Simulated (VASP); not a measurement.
Write the native input for VASP 6.6.1 that does the following.

* Task: single point
* Functional: PBE
* Potentials or basis: VASP PAW PBE potentials, release 64 (Ca_sv, F)
* Cutoff: 600 eV
* k mesh: 8 × 8 × 8
* Occupations: gaussian, width 0.01 eV
* Spin: no spin polarisation
* Dipole correction: no
* Further INCAR settings: ALGO = Normal; EDIFF = 1e-06; NBANDS = 19

The structure of CaF2 lies in POSCAR:

```
CaF2
1.0
    0.0000000000      2.7553796608      2.7553796608
    2.7553796608      0.0000000000      2.7553796608
    2.7553796608      2.7553796608      0.0000000000
Ca F
1 2
Direct
    0.0000000000      0.0000000000      0.0000000000
    0.7500000000      0.7500000000      0.7500000000
    0.2500000000      0.2500000000      0.2500000000
```

These files were run (other wordings do the same):

INCAR

```
SYSTEM = CaF2
ALGO = Normal ; EDIFF = 1E-6
ENCUT = 600 ; GGA = PE
GGA_COMPAT = .FALSE. ; ISIF = 2
ISMEAR = 0 ; LASPH = .TRUE.
LCHARG = .FALSE. ; LREAL = .FALSE.
LWAVE = .FALSE. ; NBANDS = 19
NELM = 120 ; PREC = Accurate
SIGMA = 0.01
```

KPOINTS

```
k-points
0
G
  8 8 8
  0 0 0
```

Potentials or basis: VASP PAW PBE potentials, release 64 (Ca_sv, F).

Command:

```console
$ cat potpaw_PBE.64/Ca_sv/POTCAR potpaw_PBE.64/F/POTCAR > POTCAR
$ mpirun -np 1 vasp_std > vasp.out
```

It gave:

- Pressure: 0.2 GPa
- Band gap on the k mesh: 7.12 eV (least direct gap 7.38 eV)

Run time: 9.5 s on 1 thread of Intel(R) Xeon(R) 6975P-C (Granite Rapids), on a shared host, peak memory 0.18 GiB.
